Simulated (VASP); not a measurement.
A run of VASP 6.6.1:

File INCAR:

```
ALGO     = Normal         # electronic algorithm
EDIFF    = 1E-6           # SCF threshold, eV
ENCUT    = 520            # plane-wave cutoff, eV
GGA      = PE             # functional
ISIF     = 2              # what is computed and relaxed
ISMEAR   = 0              # smearing method
LASPH    = True           # aspherical terms in the spheres
LCHARG   = False          # write CHGCAR
LREAL    = False          # projectors in reciprocal space
LWAVE    = False          # write WAVECAR
NBANDS   = 23             # bands
NELM     = 80             # most SCF steps
PREC     = Accurate       # precision mode
SIGMA    = 0.1            # smearing width, eV
```

File KPOINTS:

```
k-points
0
Gamma
  12 12 8
```

File POSCAR:

```
NiSb
1.0
    3.8098129131      0.0000000000      0.0000000000
   -1.9049064566      3.2993947664      0.0000000000
    0.0000000000      0.0000000000      4.9417256715
Ni Sb
2 2
Direct
    0.0000000000      0.0000000000      0.0000000000
    0.0000000000      0.0000000000      0.5000000000
    0.3333333333      0.6666666667      0.2500000000
    0.6666666667      0.3333333333      0.7500000000
```

Potentials or basis: VASP PAW PBE potentials, release 64 (Ni, Sb).

Run with:

```console
$ cat potpaw_PBE.64/Ni/POTCAR potpaw_PBE.64/Sb/POTCAR > POTCAR
$ mpirun -np 1 vasp_std > vasp.out
```

Hardware: 1 thread of AMD EPYC 9R45 96-Core Processor (Zen 5) (shared host).

How long does it take, and how much memory?

It took 76 s on 1 thread of AMD EPYC 9R45 96-Core Processor (Zen 5), on a shared host, peak memory 0.23 GiB. Counts: scf iterations 15, k points 95.
